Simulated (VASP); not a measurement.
A run of VASP 6.6.1 is set up as follows.

Contents of POSCAR:

```
HfB2
1.0
    3.1400000000      0.0000000000      0.0000000000
   -1.5700000000      2.7193197679      0.0000000000
    0.0000000000      0.0000000000      3.4800000000
Hf B
1 2
Direct
    0.0000000000      0.0000000000      0.0000000000
    0.6666666667      0.3333333333      0.5000000000
    0.3333333333      0.6666666667      0.5000000000
```

File INCAR.step1:

```
ALGO = Normal
EDIFF = 1E-5
ENCUT = 520
GGA = PE
ISIF = 2
ISMEAR = -1
LASPH = T
LREAL = F
LWAVE = T
NBANDS = 15
NELM = 80
PREC = Accurate
SIGMA = 0.05
```

INCAR.step2

```
AEXX = 0.25
ALGO = Normal
EDIFF = 1E-7
ENCUT = 520
GGA = PS
ISIF = 2
ISMEAR = -1
ISTART = 1
LASPH = T
LCHARG = T
LELF = T
LHFCALC = T
LREAL = F
LVHAR = T
LWAVE = F
NBANDS = 15
NELM = 80
PREC = Accurate
PRECFOCK = Normal
SIGMA = 0.05
```

File KPOINTS:

```
k-points
0
Gamma
  5 5 4
```

Potentials or basis: VASP PAW PBE potentials, release 64 (Hf_pv, B).

Run with:

```console
$ cat potpaw_PBE.64/Hf_pv/POTCAR potpaw_PBE.64/B/POTCAR > POTCAR
$ cp INCAR.step1 INCAR
$ mpirun -np 1 vasp_std > vasp.out
$ cp INCAR.step2 INCAR
$ mpirun -np 1 vasp_std > vasp.out
```

Problem. Predict the pressure.

Solution. -7.2 GPa.

Problem. Predict the band gap on the k mesh.

Solution. Zero (bands 8 and 9 overlap by 1.14 eV).

Stress tensor (GPa, compression positive):
```
-6.02  0.00  0.00
 0.00 -6.02  0.00
 0.00  0.00 -9.51
```

Caveat: the k points lie up to 0.46 Å⁻¹ apart, too coarse for converged energies and pressures of a metal; the PAW data sets were made with another functional, which shifts forces and pressure a little; spin-orbit coupling is left out, which moves the levels of the heavy elements.
